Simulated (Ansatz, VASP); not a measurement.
## CdSe in VASP and in Ansatz

```
Cd Se
1.0
     0.00000    3.07148    2.99608
     3.07148    0.00000    2.99608
     3.07148    3.07148    0.00000
Cd Se
1 1
Cartesian
  0.0000 0.0000 0.0000
  1.5357 1.5357 1.4980
```

Change from the starting cell: strained cell.

Alike in both runs: functional PBEsol; k mesh 8 × 8 × 8; occupations gaussian, width 0.02 eV; no spin polarisation.

Ansatz relaxed the structure, and its values are those at the end. VASP's run is a single point on that final structure, the one shown.

|  | VASP | Ansatz |
| --- | --- | --- |
| version | VASP 6.6.1 | Ansatz 0.2.0 |
| potentials or method | VASP PAW PBE potentials, release 64 (Cd, Se), cutoff 500 eV | scalar-relativistic, plane waves, PAW |
| valence electrons in the cell | 18 | 36 |

VASP gave:

* gap on the k mesh at the Fermi level (eV): 0.42
* least direct gap on the mesh (eV): 0.42
* pressure (GPa): 0.0

Estimate Ansatz's values.

gap on the k mesh at the Fermi level (eV): 0.42; least direct gap on the mesh (eV): 0.42; pressure (GPa): -0.3.

VASP's potentials were made for PBE, not for PBEsol, and Ansatz warns of the same on its side. VASP's potentials hold 18 valence electrons a cell and Ansatz's 36, so a difference there can come from the potentials and not from the codes. Ansatz's warnings: stress scf threshold loose.
